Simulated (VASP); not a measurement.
# CdI2 (P-3m1) in VASP: a series of runs

The runs below take CdI2 through single point, with PBEsol.

All numbers are computed with VASP 6.6.1; they aren't measurements. Logs are shortened: lines on timing, memory, paths and dates and some standing lists are left out, and cuts for length are marked.

### 1 The cell of the first run

Symmetry: P-3m1, No. 164, trigonal system. The conventional cell has a = 4.159 Å, b = 4.159 Å, c = 6.859 Å, α = 90.00°, β = 90.00°, γ = 120.00°. Cd (site symmetry -3m) has 6 I at 2.95 Å within 3.9 Å. Within 3.9 Å of I (site symmetry 3m) lie 3 Cd at 2.95 Å.

### 2 Single point, PBEsol (equal xx and yy strain of -2 %)

File INCAR:

```
PREC = Accurate ; ENCUT = 500
EDIFF = 1E-6 ; ISMEAR = -1
SIGMA = 0.03 ; LREAL = F
LASPH = T ; NELM = 120
ALGO = Normal ; ISIF = 2
LWAVE = F ; LCHARG = T
GGA = PS ; LELF = T
LVHAR = T ; NBANDS = 20
GGA_COMPAT = F
```

File KPOINTS:

```
Automatic mesh
0
Gamma
  8 8 5
```

File POSCAR:

```
CdI2
1.0
    4.1591192304      0.0000000000      0.0000000000
   -2.0795596152      3.6019029108      0.0000000000
    0.0000000000      0.0000000000      6.8590000000
Cd I
1 2
Direct
    0.0000000000      0.0000000000      0.0000000000
    0.3333333333      0.6666666667      0.2492000000
    0.6666666667      0.3333333333      0.7508000000
```

Potentials or basis: VASP PAW PBE potentials, release 64 (Cd, I).

On the command line:

```sh
$ cat potpaw_PBE.64/Cd/POTCAR potpaw_PBE.64/I/POTCAR > POTCAR
$ mpirun -np 1 vasp_std > vasp.out
```

OUTCAR:

```text
PREC = Accurate
   ENCUT = 500
   EDIFF = 1E-6
   ISMEAR = -1
   LREAL = F
   LASPH = T
   NELM = 120
   ISIF = 2
   GGA = PS

 ion  position               nearest neighbor table
   1  0.000  0.000  0.000-   2 2.95   3 2.95   2 2.95   3 2.95   3 2.95   2 2.95
   2  0.333  0.667  0.249-   1 2.95   1 2.95   1 2.95
   3  0.667  0.333  0.751-   1 2.95   1 2.95   1 2.95

  LATTYP: Found a hexagonal cell.
 ALAT       =     4.1591192304
 C/A-ratio  =     1.6491472401

  Lattice vectors:

 A1 = (   4.1591192304,   0.0000000000,   0.0000000000)
 A2 = (  -2.0795596152,   3.6019029108,   0.0000000000)
 A3 = (   0.0000000000,   0.0000000000,   6.8590000000)

Analysis of symmetry for initial positions (statically):
=====================================================================
 Subroutine PRICEL returns:
 Original cell was already a primitive cell.

 Routine SETGRP: Setting up the symmetry group for a
 hexagonal supercell.

 Subroutine GETGRP returns: Found 12 space group operations
 (whereof 12 operations were pure point group operations)
 out of a pool of 24 trial point group operations.

The static configuration has the point symmetry D_3d.

Analysis of symmetry for dynamics (positions and initial velocities):
=====================================================================
 Subroutine PRICEL returns:
 Original cell was already a primitive cell.

 Routine SETGRP: Setting up the symmetry group for a
 hexagonal supercell.

 Subroutine GETGRP returns: Found 12 space group operations
 (whereof 12 operations were pure point group operations)
 out of a pool of 24 trial point group operations.

The dynamic configuration has the point symmetry D_3d.

 Subroutine INISYM returns: Found 12 space group operations
 (whereof 12 operations are pure point group operations),
 and found     1 'primitive' translations

----------------------------------------------------------------------------------------

                                     Primitive cell

  volume of cell :     102.7529

  direct lattice vectors                    reciprocal lattice vectors
     4.159119230  0.000000000  0.000000000     0.240435521  0.138815513  0.000000000
    -2.079559615  3.601902911  0.000000000     0.000000000  0.277631026  0.000000000
     0.000000000  0.000000000  6.859000000     0.000000000  0.000000000  0.145793847

[... 75 lines left out ...]
 SYSTEM =  unknown system
   PREC   = accura    normal or accurate (medium, high low for compatibility)
   ISTART =      0    job   : 0-new  1-cont  2-samecut
   ICHARG =      2    charge: 1-file 2-atom 10-const
   ISPIN  =      1    spin polarized calculation?
   LNONCOLLINEAR =      F non collinear calculations
   LSORBIT =      F    spin-orbit coupling
   LASPH  =      T    aspherical Exc in radial PAW
   ENCUT  =  500.0 eV  36.75 Ry    6.06 a.u.   7.58  7.58 12.51*2*pi/ulx,y,z
   NELM   =    120;   NELMIN=  2; NELMDL= -5     # of ELM steps
   EDIFF  = 0.1E-05   stopping-criterion for ELM
   LREAL  =      F    real-space projection
   EDIFFG = 0.1E-04   stopping-criterion for IOM
   NSW    =      0    number of steps for IOM
   IBRION =     -1    ionic relax: 0-MD 1-quasi-New 2-CG
   NFREE  =      0    steps in history (QN), initial steepest desc. (CG)
   ISIF   =      2    stress and relaxation
   ISYM   =      2    0-nonsym 1-usesym 2-fastsym
   POTIM  = 0.5000    time-step for ionic-motion
   TEBEG  =    0.0;   TEEND  =   0.0 temperature during run
   PSTRESS=    0.0 pullay stress
   NELECT =      26.0000    total number of electrons
   NUPDOWN=      -1.0000    fix difference up-down
   EMIN   =  10.00;   EMAX   =-10.00  energy-range for DOS
   EFERMI =   0.00;   METHOD = LEGACY
   ISMEAR =    -1;   SIGMA  =   0.03  broadening in eV -4-tet -1-fermi 0-gaus
   EFERMI_NEDOS =   21; number of points for ismear=-14 and -15
   IALGO  =     38    algorithm
   IMIX   =      4    mixing-type and parameters
     AMIX     =   0.40;   BMIX     =  1.00
     AMIX_MAG =   1.60;   BMIX_MAG =  1.00
  volume/ion in A,a.u.               =      34.25       231.14
  Fermi-wavevector in a.u.,A,eV,Ry     =   1.035463  1.956741 14.587942  1.072183
  Thomas-Fermi vector in A             =   2.169807
   LORBIT       =      0    0 simple, 1 ext, 2 COOP (PROOUT), +10 PAW based schemes
   GGA     = PS    functional components
   LHFCALC =     F    Hartree Fock is set to
   AEXX    =    0.0000 exact exchange contribution
   IVDW    =     0    specifies the selected vdW correction
   LEPSILON=     F    determine dielectric tensor
   LRPA    =     F    only Hartree local field effects (RPA)
 non-spin polarized calculation
  energy-cutoff  :      500.00
  volume of cell :      102.75
 maximum number of plane-waves:      2641
   NGX = 15   NGY = 15   NGZ = 25

 number of electron      25.9999986 magnetization

 Free energy of the ion-electron system (eV)
  ---------------------------------------------------
  ext. energy  EPLUGINS =         0.00000000
  ---------------------------------------------------
  free energy    TOTEN  =        -6.36138763 eV

  energy without entropy =       -6.36138763  energy(sigma->0) =       -6.36138763

 E-fermi :   3.0457     XC(G=0):  -8.9386

 val. band max:        2.3613693545   @ k =   0.1250   0.0000   0.2000
 cond. band min:       4.6147462260   @ k =   0.5000   0.0000   0.4000
 fundamental gap:      2.2533768715
 Fermi energy:         3.0456713559

 k-point     1 :       0.0000    0.0000    0.0000
  band No.  band energies     occupation
      1     -10.0718      2.00000
      2      -9.3016      2.00000
      3      -5.3426      2.00000
      4      -5.3426      2.00000
      5      -5.2209      2.00000
      6      -5.1127      2.00000
[... 541 lines left out ...]
     19      10.0585      0.00000
     20      11.3294      0.00000

 [... further k-points ...]
[... 5 lines left out ...]
  --------------------------------------------------------------------------------------
  -------------------------------------------------------------------------------------
  Total        0.8821017      0.8821017      0.6266051      0.0000000      0.0000000      0.0000000
  in kB       13.7541908     13.7541908      9.7703546      0.0000000      0.0000000      0.0000000
  external PRESSURE =      12.4262454 kB  Pullay stress =       0.0000000 kB

 VOLUME and BASIS-vectors are now :
 -----------------------------------------------------------------------------
  energy-cutoff  :      500.00
  volume of cell :      102.75
      direct lattice vectors                 reciprocal lattice vectors
     4.159119230  0.000000000  0.000000000     0.240435521  0.138815513  0.000000000
    -2.079559615  3.601902911  0.000000000     0.000000000  0.277631026  0.000000000
     0.000000000  0.000000000  6.859000000     0.000000000  0.000000000  0.145793847

 POSITION                                       TOTAL-FORCE (eV/Angst)
 -----------------------------------------------------------------------------------
      0.00000      0.00000      0.00000         0.000000      0.000000      0.000000
     -0.00000      2.40127      1.70926         0.000000      0.000000      0.124388
      2.07956      1.20063      5.14974        -0.000000      0.000000     -0.124388
 -----------------------------------------------------------------------------------
    total drift:                                0.000000     -0.000000      0.000000

  FREE ENERGIE OF THE ION-ELECTRON SYSTEM (eV)
  ---------------------------------------------------
  free  energy   TOTEN  =        -6.3613876340 eV

  energy  without entropy=       -6.3613876340  energy(sigma->0) =       -6.36138763
```

Wall time 47 s (1 thread of AMD EPYC 9R14 (Zen 4), shared host); peak memory 0.21 GiB.

What came out:

| Property | Result |
| --- | --- |
| Free energy | -6.3614 eV |
| Pressure | 1.2 GPa |
| Largest force | 0.124 eV/Å |
| Band gap on the k mesh | 2.25 eV (least direct gap 2.64 eV) |

Forces in eV/Å, atoms in the order of the input:
```
Cd   0.000  0.000  0.000
I    0.000  0.000  0.124
I    0.000  0.000 -0.124
```

Stress tensor (GPa, compression positive):
```
1.38 0.00 0.00
0.00 1.38 0.00
0.00 0.00 0.98
```

Levels at points of the mesh, in eV from the valence-band top:
```
           k point  band 11  band 12  band 13  band 14  band 15  band 16
(0.00, 0.00, 0.00)    -0.30    -0.16    -0.16     2.48     4.31     6.28
(0.50, 0.00, 0.00)    -1.67    -0.85    -0.18     2.59     4.80     5.67
```

Caveat: the cell differs from its parent crystal (equal xx and yy strain of -2 %); the PAW data sets were made with another functional, which shifts forces and pressure a little; spin-orbit coupling is left out, which moves the levels of the heavy elements; an odd mesh through Γ misses points on the zone boundary, where band edges can lie; this functional lacks dispersion, which binds the layers, so the pressure and a relaxed spacing across them are unreliable.

### 3 Single point, PBEsol (equal xx and yy strain of -1 %)

File INCAR:

```
SYSTEM = CdI2
PREC     = Accurate       ! precision mode
ENCUT    = 500            ! plane-wave cutoff, eV
EDIFF    = 1E-6           ! SCF threshold, eV
ISMEAR   = -1             ! smearing method
SIGMA    = 0.03           ! smearing width, eV
LREAL    = .FALSE.        ! projectors in reciprocal space
LASPH    = .TRUE.         ! aspherical terms in the spheres
NELM     = 120            ! most SCF steps
ALGO     = Normal         ! electronic algorithm
ISIF     = 2              ! what is computed and relaxed
LWAVE    = .FALSE.        ! write WAVECAR
LCHARG   = .FALSE.        ! write CHGCAR
GGA      = PS             ! functional
NBANDS   = 20             ! bands
GGA_COMPAT= .FALSE.
```

File KPOINTS:

```
Automatic mesh
0
G
  8 8 5
  0 0 0
```

File POSCAR:

```
CdI2
1.0
    4.2015592226      0.0000000000      0.0000000000
   -2.1007796112      3.6386570222      0.0000000000
    0.0000000000      0.0000000000      6.8590000000
Cd I
1 2
Direct
    0.0000000000      0.0000000000      0.0000000000
    0.3333333333      0.6666666667      0.2492000000
    0.6666666667      0.3333333333      0.7508000000
```

Potentials or basis: VASP PAW PBE potentials, release 64 (Cd, I).

On the command line:

```sh
$ cat potpaw_PBE.64/Cd/POTCAR potpaw_PBE.64/I/POTCAR > POTCAR
$ mpirun -np 1 vasp_std > vasp.out
```

OUTCAR:

```text
SYSTEM = CdI2
   PREC = Accurate
   ENCUT = 500
   EDIFF = 1E-6
   ISMEAR = -1
   LREAL = .FALSE.
   LASPH = .TRUE.
   NELM = 120
   ISIF = 2
   GGA = PS

 ion  position               nearest neighbor table
   1  0.000  0.000  0.000-   2 2.97   3 2.97   2 2.97   3 2.97   3 2.97   2 2.97
   2  0.333  0.667  0.249-   1 2.97   1 2.97   1 2.97
   3  0.667  0.333  0.751-   1 2.97   1 2.97   1 2.97

  LATTYP: Found a hexagonal cell.
 ALAT       =     4.2015592226
 C/A-ratio  =     1.6324891871

  Lattice vectors:

[... 194 lines left out ...]
      6      -5.2771      2.00000
[... 541 lines left out ...]
     19       9.8025      0.00000
     20      11.0969      0.00000

 [... further k-points ...]
[... 5 lines left out ...]
  --------------------------------------------------------------------------------------
  -------------------------------------------------------------------------------------
  Total        0.3090549      0.3090549      0.2413605      0.0000000     -0.0000000      0.0000000
  in kB        4.7220846      4.7220846      3.6877738      0.0000000     -0.0000000      0.0000000
  external PRESSURE =       4.3773143 kB  Pullay stress =       0.0000000 kB

 VOLUME and BASIS-vectors are now :
 -----------------------------------------------------------------------------
  energy-cutoff  :      500.00
  volume of cell :      104.86
      direct lattice vectors                 reciprocal lattice vectors
     4.201559223  0.000000000  0.000000000     0.238006880  0.137413336  0.000000000
    -2.100779611  3.638657022  0.000000000     0.000000000  0.274826672  0.000000000
     0.000000000  0.000000000  6.859000000     0.000000000  0.000000000  0.145793847

 POSITION                                       TOTAL-FORCE (eV/Angst)
 -----------------------------------------------------------------------------------
      0.00000      0.00000      0.00000         0.000000      0.000000      0.000000
     -0.00000      2.42577      1.70926        -0.000000      0.000000      0.022907
      2.10078      1.21289      5.14974         0.000000     -0.000000     -0.022907
 -----------------------------------------------------------------------------------
    total drift:                                0.000000     -0.000000      0.000000

  FREE ENERGIE OF THE ION-ELECTRON SYSTEM (eV)
  ---------------------------------------------------
  free  energy   TOTEN  =        -6.3737775963 eV

  energy  without entropy=       -6.3737775963  energy(sigma->0) =       -6.37377760
```

OSZICAR:

```text
N       E                     dE             d eps       ncg     rms          rms(c)
DAV:   1     0.154094397093E+03    0.15409E+03   -0.11332E+04  1616   0.108E+03
DAV:   2     0.270641413923E+01   -0.15139E+03   -0.14656E+03  1840   0.243E+02
DAV:   3    -0.655029074398E+01   -0.92567E+01   -0.92230E+01  1908   0.598E+01
DAV:   4    -0.669730181827E+01   -0.14701E+00   -0.14699E+00  2096   0.724E+00
DAV:   5    -0.669934472869E+01   -0.20429E-02   -0.20429E-02  1944   0.799E-01    0.669E+00
DAV:   6    -0.639962389062E+01    0.29972E+00   -0.58912E-01  1696   0.847E+00    0.548E+00
DAV:   7    -0.637538922747E+01    0.24235E-01   -0.18016E-01  1816   0.268E+00    0.222E+00
DAV:   8    -0.637402166337E+01    0.13676E-02   -0.25034E-02  1752   0.174E+00    0.380E-01
DAV:   9    -0.637378443493E+01    0.23723E-03   -0.24504E-03  1832   0.546E-01    0.134E-01
DAV:  10    -0.637377365716E+01    0.10778E-04   -0.27981E-04  1784   0.162E-01    0.394E-02
DAV:  11    -0.637377760377E+01   -0.39466E-05   -0.25205E-05  1832   0.425E-02    0.194E-02
DAV:  12    -0.637377759629E+01    0.74849E-08   -0.16995E-06  1256   0.130E-02
   1 F= -.63737776E+01 E0= -.63737776E+01  d E =-.299276E-10
```

It took 48 s on 1 thread of AMD EPYC 9R14 (Zen 4), shared host; peak memory 0.22 GiB.

Results:

```
Free energy            : -6.3738 eV
Pressure               : 0.4 GPa
Largest force          : 0.023 eV/Å
Band gap on the k mesh : 2.27 eV (least direct gap 2.58 eV)
```

Forces in eV/Å, atoms in the order of the input:
```
Cd   0.000  0.000  0.000
I    0.000  0.000  0.023
I    0.000  0.000 -0.023
```

Stress tensor (GPa, compression positive):
```
0.47 0.00 0.00
0.00 0.47 0.00
0.00 0.00 0.37
```

Levels at points of the mesh, in eV from the valence-band top:
```csv
k point,band 9,band 10,band 11,band 12,band 13,band 14,band 15,band 16,band 17,band 18
"(0.00, 0.00, 0.00)",-0.34,-0.34,-0.22,-0.16,-0.16,2.42,4.31,6.26,6.26,8.22
"(0.50, 0.00, 0.00)",-2.96,-2.14,-1.61,-0.79,-0.16,2.59,4.83,5.74,6.42,7.47
```

Caveat: the cell differs from its parent crystal (equal xx and yy strain of -1 %); the PAW data sets were made with another functional, which shifts forces and pressure a little; spin-orbit coupling is left out, which moves the levels of the heavy elements; an odd mesh through Γ misses points on the zone boundary, where band edges can lie; this functional lacks dispersion, which binds the layers, so the pressure and a relaxed spacing across them are unreliable.

### 4 Single point, PBEsol (equal xx and yy strain of +1 %)

File INCAR:

```
SYSTEM = CdI2
ALGO = Normal ; EDIFF = 1E-6
ENCUT = 500 ; GGA = PS
GGA_COMPAT = .FALSE. ; ISIF = 2
ISMEAR = -1 ; LASPH = .TRUE.
LCHARG = .FALSE. ; LREAL = .FALSE.
LWAVE = .FALSE. ; NBANDS = 20
NELM = 120 ; PREC = Accurate
SIGMA = 0.03
```

File KPOINTS:

```
k-points
0
G
  8 8 5
  0 0 0
```

File POSCAR:

```
CdI2
1.0
    4.2864392068      0.0000000000      0.0000000000
   -2.1432196034      3.7121652448      0.0000000000
    0.0000000000      0.0000000000      6.8590000000
Cd I
1 2
Direct
    0.0000000000      0.0000000000      0.0000000000
    0.3333333333      0.6666666667      0.2492000000
    0.6666666667      0.3333333333      0.7508000000
```

On the command line:

```sh
$ cat potpaw_PBE.64/Cd/POTCAR potpaw_PBE.64/I/POTCAR > POTCAR
$ mpirun -np 1 vasp_std > vasp.out
```

Run time: 41 s. Hardware: 1 thread of AMD EPYC 9R14 (Zen 4), shared host; peak memory 0.22 GiB.

Results (log left out):

| Property | Result |
| --- | --- |
| Free energy | -6.3657 eV |
| Pressure | -0.9 GPa |
| Largest force | 0.155 eV/Å |
| Band gap on the k mesh | 2.29 eV (least direct gap 2.37 eV) |

Forces on the atoms (eV/Å):
```
Cd   0.000  0.000  0.000
I    0.000  0.000 -0.155
I    0.000  0.000  0.155
```

Stress tensor (GPa, compression positive):
```
-1.06  0.00  0.00
 0.00 -1.06  0.00
 0.00  0.00 -0.64
```

Levels at points of the mesh, in eV from the valence-band top:
| k point | band 10 | band 11 | band 12 | band 13 | band 14 | band 15 | band 16 | band 17 |
| --- | --- | --- | --- | --- | --- | --- | --- | --- |
| (0.00, 0.00, 0.00) | -0.31 | -0.18 | -0.18 | -0.08 | 2.29 | 4.31 | 6.21 | 6.21 |
| (0.50, 0.00, 0.00) | -1.93 | -1.51 | -0.68 | -0.12 | 2.58 | 4.89 | 5.86 | 6.42 |

Caveat: the cell differs from its parent crystal (equal xx and yy strain of +1 %); the PAW data sets were made with another functional, which shifts forces and pressure a little; spin-orbit coupling is left out, which moves the levels of the heavy elements; an odd mesh through Γ misses points on the zone boundary, where band edges can lie; this functional lacks dispersion, which binds the layers, so the pressure and a relaxed spacing across them are unreliable.

### 5 The runs side by side

```tsv
cell	gap on the mesh (eV)	pressure (GPa)	largest force (eV/Å)
a = 4.159, b = 4.159, c = 6.859 Å, angles 90.0, 90.0, 120.0°, 3 atoms	2.25	1.2	0.12
a = 4.202, b = 4.202, c = 6.859 Å, angles 90.0, 90.0, 120.0°, 3 atoms	2.27	0.4	0.02
a = 4.286, b = 4.286, c = 6.859 Å, angles 90.0, 90.0, 120.0°, 3 atoms	2.29	-0.9	0.15
```

Alike in all rows: task single point; level PBEsol; potentials or basis VASP PAW PBE potentials, release 64 (Cd, I); no spin polarisation; k mesh 8 × 8 × 5; cutoff (eV) 500; smearing fermi-dirac 0.03 eV.

Caveats: the PAW data sets were made with another functional, which shifts forces and pressure a little; spin-orbit coupling is left out, which moves the levels of the heavy elements; an odd mesh through Γ misses points on the zone boundary, where band edges can lie; this functional lacks dispersion, which binds the layers, so the pressure and a relaxed spacing across them are unreliable.

Absolute energies hang on the potentials; compare differences alone.
